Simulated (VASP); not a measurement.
# BaZrO3 (BaZrO3, deposited cell) (Pm-3m) in VASP: further runs

Runs on BaZrO3 (BaZrO3, deposited cell). Level: PBE. Tasks: single point, relaxation of cell and atoms.

Everything below comes from runs of VASP 6.6.1. Logs are shortened: lines on timing, memory, paths and dates and some standing lists are left out, and cuts for length are marked.

## 1. The cell of the first run

It takes space group Pm-3m (No. 221, cubic). Conventional cell: a = 4.227 Å, b = 4.227 Å, c = 4.227 Å, α = 90.00°, β = 90.00°, γ = 90.00°. Ba (site symmetry m-3m) has 12 O at 2.99 Å and 8 Zr at 3.66 Å within 3.9 Å. Within 2.8 Å of Zr (site symmetry m-3m) lie 6 O at 2.11 Å. O (site symmetry 4/mmm) has 2 Zr at 2.11 Å within 2.8 Å.

## 2. Single point, PBE

The input, INCAR:

```
SYSTEM = BaZrO3
PREC     = Accurate       ! precision mode
ENCUT    = 520            ! plane-wave cutoff, eV
EDIFF    = 1E-6           ! SCF threshold, eV
ISMEAR   = 0              ! smearing method
SIGMA    = 0.01           ! smearing width, eV
LREAL    = .False.        ! projectors in reciprocal space
LASPH    = .True.         ! aspherical terms in the spheres
NELM     = 100            ! most SCF steps
ALGO     = Normal         ! electronic algorithm
ISIF     = 2              ! what is computed and relaxed
LWAVE    = .False.        ! write WAVECAR
LCHARG   = .False.        ! write CHGCAR
GGA      = PE             ! functional
NBANDS   = 28             ! bands
```

The input, KPOINTS:

```
Automatic mesh
0
Gamma
  8 8 8
  0 0 0
```

The input, POSCAR:

```
BaZrO3
1.0
    4.2271853949      0.0000000000      0.0000000000
    0.0000000000      4.2271853949      0.0000000000
    0.0000000000      0.0000000000      4.2271853949
Ba Zr O
1 1 3
Direct
    0.0000000000      0.0000000000      0.0000000000
    0.5000000000      0.5000000000      0.5000000000
    0.0000000000      0.5000000000      0.5000000000
    0.5000000000      0.0000000000      0.5000000000
    0.5000000000      0.5000000000      0.0000000000
```

Potentials or basis: VASP PAW PBE potentials, release 64 (Ba_sv, Zr_sv, O).

The run is started by

```bash
> cat potpaw_PBE.64/Ba_sv/POTCAR potpaw_PBE.64/Zr_sv/POTCAR potpaw_PBE.64/O/POTCAR > POTCAR
> mpirun -np 1 vasp_std > vasp.out
```

OUTCAR:

```text
SYSTEM = BaZrO3
   PREC = Accurate
   ENCUT = 520
   EDIFF = 1E-6
   ISMEAR = 0
   LREAL = .False.
   LASPH = .True.
   NELM = 100
   ISIF = 2
   GGA = PE

 ion  position               nearest neighbor table
   1  0.000  0.000  0.000-   3 2.99   4 2.99   5 2.99   3 2.99   4 2.99   3 2.99   5 2.99   3 2.99
                             4 2.99   5 2.99   4 2.99   5 2.99   2 3.66   2 3.66   2 3.66   2 3.66
   2  0.500  0.500  0.500-   3 2.11   4 2.11   5 2.11   5 2.11   4 2.11   3 2.11   1 3.66   1 3.66
                             1 3.66   1 3.66   1 3.66   1 3.66   1 3.66   1 3.66
   3  0.000  0.500  0.500-   2 2.11   2 2.11   1 2.99   1 2.99   1 2.99   1 2.99
   4  0.500  0.000  0.500-   2 2.11   2 2.11   1 2.99   1 2.99   1 2.99   1 2.99
   5  0.500  0.500  0.000-   2 2.11   2 2.11   1 2.99   1 2.99   1 2.99   1 2.99

  LATTYP: Found a simple cubic cell.
 ALAT       =     4.2271853949

  Lattice vectors:

 A1 = (   4.2271853949,   0.0000000000,   0.0000000000)
 A2 = (   0.0000000000,   4.2271853949,   0.0000000000)
 A3 = (   0.0000000000,   0.0000000000,   4.2271853949)

Analysis of symmetry for initial positions (statically):
=====================================================================
 Subroutine PRICEL returns:
 Original cell was already a primitive cell.

 Routine SETGRP: Setting up the symmetry group for a
 simple cubic supercell.

 Subroutine GETGRP returns: Found 48 space group operations
 (whereof 48 operations were pure point group operations)
 out of a pool of 48 trial point group operations.

The static configuration has the point symmetry O_h .

Analysis of symmetry for dynamics (positions and initial velocities):
=====================================================================
 Subroutine PRICEL returns:
 Original cell was already a primitive cell.

 Routine SETGRP: Setting up the symmetry group for a
 simple cubic supercell.

 Subroutine GETGRP returns: Found 48 space group operations
 (whereof 48 operations were pure point group operations)
 out of a pool of 48 trial point group operations.

The dynamic configuration has the point symmetry O_h .

 Subroutine INISYM returns: Found 48 space group operations
 (whereof 48 operations are pure point group operations),
 and found     1 'primitive' translations

----------------------------------------------------------------------------------------

[... 99 lines left out ...]
   LREAL  =      F    real-space projection
   EDIFFG = 0.1E-04   stopping-criterion for IOM
   NSW    =      0    number of steps for IOM
   IBRION =     -1    ionic relax: 0-MD 1-quasi-New 2-CG
   NFREE  =      0    steps in history (QN), initial steepest desc. (CG)
   ISIF   =      2    stress and relaxation
   ISYM   =      2    0-nonsym 1-usesym 2-fastsym
   POTIM  = 0.5000    time-step for ionic-motion
   TEBEG  =    0.0;   TEEND  =   0.0 temperature during run
   PSTRESS=    0.0 pullay stress
   NELECT =      40.0000    total number of electrons
   NUPDOWN=      -1.0000    fix difference up-down
   EMIN   =  10.00;   EMAX   =-10.00  energy-range for DOS
   EFERMI =   0.00;   METHOD = LEGACY
   ISMEAR =     0;   SIGMA  =   0.01  broadening in eV -4-tet -1-fermi 0-gaus
   EFERMI_NEDOS =   21; number of points for ismear=-14 and -15
   IALGO  =     38    algorithm
   IMIX   =      4    mixing-type and parameters
     AMIX     =   0.40;   BMIX     =  1.00
     AMIX_MAG =   1.60;   BMIX_MAG =  1.00
  volume/ion in A,a.u.               =      15.11       101.95
  Fermi-wavevector in a.u.,A,eV,Ry     =   1.324474  2.502893 23.867777  1.754232
  Thomas-Fermi vector in A             =   2.454006
   LORBIT       =      0    0 simple, 1 ext, 2 COOP (PROOUT), +10 PAW based schemes
   GGA     = PE    functional components
   LHFCALC =     F    Hartree Fock is set to
   AEXX    =    0.0000 exact exchange contribution
   IVDW    =     0    specifies the selected vdW correction
   LEPSILON=     F    determine dielectric tensor
   LRPA    =     F    only Hartree local field effects (RPA)
 non-spin polarized calculation
 Gauss-broadening in eV      SIGMA  =   0.01
  energy-cutoff  :      520.00
  volume of cell :       75.54
 maximum number of plane-waves:      2048
 NGX is ok and might be reduce to    32
   NGX = 15   NGY = 15   NGZ = 15

 number of electron      39.9999986 magnetization

 Free energy of the ion-electron system (eV)
  ---------------------------------------------------
  ext. energy  EPLUGINS =         0.00000000
  ---------------------------------------------------
  free energy    TOTEN  =       -41.72373529 eV

  energy without entropy =      -41.72373529  energy(sigma->0) =      -41.72373529

 E-fermi :   3.6993     XC(G=0): -10.6427

 val. band max:        3.6087184091   @ k =   0.5000   0.5000   0.5000
 cond. band min:       6.7414113374   @ k =   0.0000   0.0000   0.0000
 fundamental gap:      3.1326929283
 Fermi energy:         3.6993388632

 k-point     1 :       0.0000    0.0000    0.0000
  band No.  band energies     occupation
      1     -43.5695      2.00000
      2     -21.7868      2.00000
      3     -21.6967      2.00000
      4     -21.6967      2.00000
      5     -21.6967      2.00000
      6     -12.7182      2.00000
[... 733 lines left out ...]
     27      11.8736      0.00000
     28      12.5367      0.00000

 [... further k-points ...]

------------------------ aborting loop because EDIFF is reached ----------------------------------------

  FORCE on cell =-STRESS in cart. coord.  units (eV):
  Direction    XX          YY          ZZ          XY          YZ          ZX
  --------------------------------------------------------------------------------------
  -------------------------------------------------------------------------------------
  Total        0.4420333      0.4420333      0.4420333      0.0000000     -0.0000000      0.0000000
  in kB        9.3758731      9.3758731      9.3758731      0.0000000     -0.0000000      0.0000000
  external PRESSURE =       9.3758731 kB  Pullay stress =       0.0000000 kB

 VOLUME and BASIS-vectors are now :
 -----------------------------------------------------------------------------
  energy-cutoff  :      520.00
  volume of cell :       75.54
      direct lattice vectors                 reciprocal lattice vectors
     4.227185395  0.000000000  0.000000000     0.236564027  0.000000000  0.000000000
     0.000000000  4.227185395  0.000000000     0.000000000  0.236564027  0.000000000
     0.000000000  0.000000000  4.227185395     0.000000000  0.000000000  0.236564027

 POSITION                                       TOTAL-FORCE (eV/Angst)
 -----------------------------------------------------------------------------------
      0.00000      0.00000      0.00000         0.000000      0.000000      0.000000
      2.11359      2.11359      2.11359         0.000000      0.000000      0.000000
      0.00000      2.11359      2.11359         0.000000      0.000000      0.000000
      2.11359      0.00000      2.11359         0.000000      0.000000      0.000000
      2.11359      2.11359      0.00000         0.000000      0.000000      0.000000
 -----------------------------------------------------------------------------------
    total drift:                                0.000000     -0.000000     -0.000000

  FREE ENERGIE OF THE ION-ELECTRON SYSTEM (eV)
  ---------------------------------------------------
  free  energy   TOTEN  =       -41.7237352891 eV

  energy  without entropy=      -41.7237352891  energy(sigma->0) =      -41.72373529
```

OSZICAR:

```text
N       E                     dE             d eps       ncg     rms          rms(c)
DAV:   1     0.307225287502E+03    0.30723E+03   -0.21793E+04  1960   0.140E+03
DAV:   2    -0.286593348456E+02   -0.33588E+03   -0.32569E+03  2432   0.349E+02
DAV:   3    -0.487943021585E+02   -0.20135E+02   -0.20056E+02  3056   0.802E+01
DAV:   4    -0.493593814136E+02   -0.56508E+00   -0.56412E+00  2712   0.107E+01
DAV:   5    -0.493701916866E+02   -0.10810E-01   -0.10809E-01  2776   0.120E+00    0.275E+01
DAV:   6    -0.418398572667E+02    0.75303E+01   -0.39334E+01  2308   0.380E+01    0.121E+01
DAV:   7    -0.417401974804E+02    0.99660E-01   -0.28677E+00  2752   0.920E+00    0.736E+00
DAV:   8    -0.417253893419E+02    0.14808E-01   -0.35955E-01  2364   0.429E+00    0.689E-01
DAV:   9    -0.417222502472E+02    0.31391E-02   -0.56397E-02  2672   0.131E+00    0.525E-01
DAV:  10    -0.417240902841E+02   -0.18400E-02   -0.16107E-02  2652   0.102E+00    0.241E-01
DAV:  11    -0.417236739568E+02    0.41633E-03   -0.21067E-03  2460   0.367E-01    0.399E-02
DAV:  12    -0.417237390814E+02   -0.65125E-04   -0.19130E-04  2308   0.940E-02    0.444E-02
DAV:  13    -0.417237348824E+02    0.41990E-05   -0.33597E-05  2852   0.392E-02    0.550E-03
DAV:  14    -0.417237352891E+02   -0.40666E-06   -0.47978E-06  2320   0.159E-02
   1 F= -.41723735E+02 E0= -.41723735E+02  d E =-.715688E-40
```

Run time: 92 s. Hardware: 1 thread of AMD EPYC 7R43 (Zen 3), shared host; peak memory 0.18 GiB.

What came out:

| Property | Result |
| --- | --- |
| Free energy | -41.7237 eV |
| Pressure | 0.9 GPa |
| Band gap on the k mesh | 3.13 eV, indirect (least direct gap 3.38 eV) |

Caveat: spin-orbit coupling is left out, which moves the levels of the heavy elements. A k mesh can miss the band edges.

## 3. Relaxation of cell and atoms, PBE

This run uses another cell than the first one, of 14.73 Å³/atom, 0.975 times its volume.

The input, INCAR:

```
SYSTEM = BaZrO3
PREC = Accurate
ENCUT = 600
EDIFF = 1E-6
ISMEAR = 0
SIGMA = 0.01
LREAL = .FALSE.
LASPH = .TRUE.
NELM = 80
ALGO = Normal
ISIF = 3
LWAVE = .FALSE.
LCHARG = .FALSE.
GGA = PE
IBRION = 2
NSW = 80
EDIFFG = -0.002
```

The input, KPOINTS:

```
regular mesh
0
G
  8 8 8
  0 0 0
```

Edit POSCAR of step 2 so:

```diff
@@ -2,5 +2,5 @@
 1.0
-    4.2271853949      0.0000000000      0.0000000000
-    0.0000000000      4.2271853949      0.0000000000
-    0.0000000000      0.0000000000      4.2271853949
+    4.1913400000      0.0000000000      0.0000000000
+    0.0000000000      4.1913400000      0.0000000000
+    0.0000000000      0.0000000000      4.1913400000
 Ba Zr O
```

Potentials or basis: VASP PAW PBE potentials, release 64 (Ba_sv, Zr_sv, O).

The run is started by

```bash
> cat potpaw_PBE.64/Ba_sv/POTCAR potpaw_PBE.64/Zr_sv/POTCAR potpaw_PBE.64/O/POTCAR > POTCAR
> mpirun -np 1 vasp_std > vasp.out
```

It took 4.2 min on 1 thread of AMD EPYC 7R13, shared host; peak memory 0.24 GiB.

The run converged. Its results:

- Free energy: -41.7287 eV
- Relaxed volume: 15.19 Å³/atom
- Relaxed cell: a = 4.235 Å, b = 4.235 Å, c = 4.235 Å, α = 90.00°, β = 90.00°, γ = 90.00°
- Space group after relaxing (to 0.05 Å): Pm-3m (No. 221)
- Energy gained by relaxing: 6.9 meV/atom
- Ionic steps: 3
- Pressure after relaxing: 0.0 GPa
- Band gap on the k mesh: 3.12 eV, indirect (least direct gap 3.38 eV)

Step by step:
```
step  energy change (eV)  largest force (eV/Å)  pressure (GPa)  volume (Å³)
   1              0.0000                0.0000            4.93        73.63
   2              0.0049                0.0000           -4.69        78.57
   3             -0.0347                0.0000           -0.01        75.96
```

Final structure:
```cif
data_structure
_symmetry_space_group_name_H-M 'P 1'
_symmetry_Int_Tables_number 1
_cell_length_a 4.2351
_cell_length_b 4.2351
_cell_length_c 4.2351
_cell_angle_alpha 90.000
_cell_angle_beta 90.000
_cell_angle_gamma 90.000
_cell_volume 75.96
loop_
_atom_site_label
_atom_site_type_symbol
_atom_site_fract_x
_atom_site_fract_y
_atom_site_fract_z
_atom_site_occupancy
Ba1 Ba 0.00000 0.00000 0.00000 1
Zr1 Zr 0.50000 0.50000 0.50000 1
O1 O 0.00000 0.50000 0.50000 1
O2 O 0.50000 0.00000 0.50000 1
O3 O 0.50000 0.50000 0.00000 1
```

Levels at points of the mesh, in eV from the valence-band top:
```csv
k point,band 16,band 17,band 18,band 19,band 20,band 21,band 22,band 23,band 24
"(0.00, 0.00, 0.00)",-0.94,-0.94,-0.26,-0.26,-0.26,3.12,3.12,3.12,4.62
"(0.50, 0.00, 0.00)",-1.69,-1.69,-1.60,-0.49,-0.49,3.54,5.51,5.51,6.32
"(0.50, 0.50, 0.00)",-2.31,-0.93,-0.93,-0.86,-0.07,5.48,5.48,6.27,6.31
"(0.50, 0.50, 0.50)",-2.52,-2.52,0.00,0.00,0.00,5.86,5.86,5.86,6.73
```

Caveat: spin-orbit coupling is left out, which moves the levels of the heavy elements.
